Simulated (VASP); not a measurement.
Runs of VASP 6.6.1 on CdSe (Cadmoselite). The structure is that of space group P6_3mc (No. 186), or close to it. The cells are those of the table. 

```csv
cell,k mesh,smearing,gap on the mesh (eV),pressure (GPa)
"a = 4.243, b = 4.243, c = 6.929 Å, angles 90.0, 90.0, 120.0°, 4 atoms",6 × 6 × 4,gaussian 0.01 eV,1.25,4.3
"a = 4.405, b = 4.405, c = 7.179 Å, angles 90.0, 90.0, 120.0°, 4 atoms",6 × 6 × 4,gaussian 0.01 eV,0.99,-1.8
"a = 4.184, b = 4.184, c = 6.847 Å, angles 90.0, 90.0, 120.0°, 4 atoms",6 × 6 × 4,gaussian 0.01 eV,1.34,(a)
"a = 4.340, b = 4.340, c = 7.078 Å, angles 90.0, 90.0, 120.0°, 4 atoms",10 × 10 × 6,fermi-dirac 0.1 eV,1.09,0.2
"a = 4.051, b = 4.051, c = 6.720 Å, angles 90.0, 90.0, 120.0°, 4 atoms",6 × 6 × 4,gaussian 0.01 eV,1.49,(b)
"a = 4.340, b = 4.340, c = 7.078 Å, angles 90.0, 90.0, 120.0°, 4 atoms",6 × 6 × 4,gaussian 0.01 eV,1.09,0.3
"a = 4.132, b = 4.132, c = 6.781 Å, angles 90.0, 90.0, 120.0°, 4 atoms",6 × 6 × 4,gaussian 0.01 eV,1.41,10.5
"a = 4.288, b = 4.288, c = 6.996 Å, angles 90.0, 90.0, 120.0°, 4 atoms",6 × 6 × 4,gaussian 0.01 eV,1.18,2.3
```

Alike in all rows: task single point; level r2SCAN; potentials or basis VASP PAW PBE potentials, release 64 (Cd, Se); no spin polarisation; cutoff (eV) 520.

Problem. Fill in the values left out.

Solution. (a) 7.4; (b) 15.6.

Caveats: the PAW data sets were made with another functional, which shifts forces and pressure a little.

A k mesh can miss the band edges, and the runs leave out spin-orbit coupling on Cd, Se.
